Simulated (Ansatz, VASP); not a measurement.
Two plane-wave programs on Al

Contents of INCAR:

```
PREC     = Accurate       # precision mode
ENCUT    = 520            # plane-wave cutoff, eV
EDIFF    = 1E-7           # SCF threshold, eV
ISMEAR   = 0              # smearing method
SIGMA    = 0.15           # smearing width, eV
LREAL    = False          # projectors in reciprocal space
LASPH    = True           # aspherical terms in the spheres
NELM     = 100            # most SCF steps
ALGO     = Fast           # electronic algorithm
ISIF     = 2              # what is computed and relaxed
LWAVE    = False          # write WAVECAR
LCHARG   = False          # write CHGCAR
GGA      = PE             # functional
NBANDS   = 8              # bands
```

KPOINTS

```
regular mesh
0
Gamma
  20 20 20
```

File POSCAR:

```
Al
1.0
   -1.5325909525      1.7590423861      1.6175102401
    1.5325909525     -1.7590423861      1.6175102401
    1.4759780941      1.7024295277     -1.6175102401
Al
1
Direct
    0.0000000000      0.0000000000      0.0000000000
```

Input for Ansatz:

```yaml
crystal:
  lattice:
    - [-1.5325909525, 1.7590423861, 1.6175102401]
    - [1.5325909525, -1.7590423861, 1.6175102401]
    - [1.4759780941, 1.7024295277, -1.6175102401]
  atoms:
    - { symbol: Al, position: [0.0, 0.0, 0.0] }
basis:
  ecutwfc: 420
kpoints:
  mp_grid: { grid: [20, 20, 20] }
hamiltonian:
  xc: pbe
scf:
  occupations: { method: gaussian, width: 0.15 }
output:
  forces: true
  stress: true
  eigenvalues: true
  write_density: true
  write_potential: true
  elf: true
  volumetric_format: npy
```

Change from the starting cell: engineering shear strain xy -0.0350, strain +e along x and -e along y -0.0700.

Alike in both runs: task single point; functional PBE; k mesh 20 × 20 × 20; occupations gaussian, width 0.15 eV; no spin polarisation.

|  | VASP | Ansatz |
| --- | --- | --- |
| version | VASP 6.6.1 | Ansatz 0.2.0 |
| potentials or method | VASP PAW PBE potentials, release 64 (Al), cutoff 520 eV | scalar-relativistic, plane waves, PAW |
| valence electrons in the cell | 3 | 3 |

```csv
,VASP,Ansatz,Ansatz less VASP
gap on the k mesh at the Fermi level (eV),none,none,-
pressure (GPa),0.3,0.3,+0.02
"traceless stress, the component that is largest in VASP (GPa)",2.81,2.80,-0.012
```

A gap of «none» marks a metal or a gap that the smearing closes. The functional is the same, so the differences come from potentials, cutoffs and numerics.
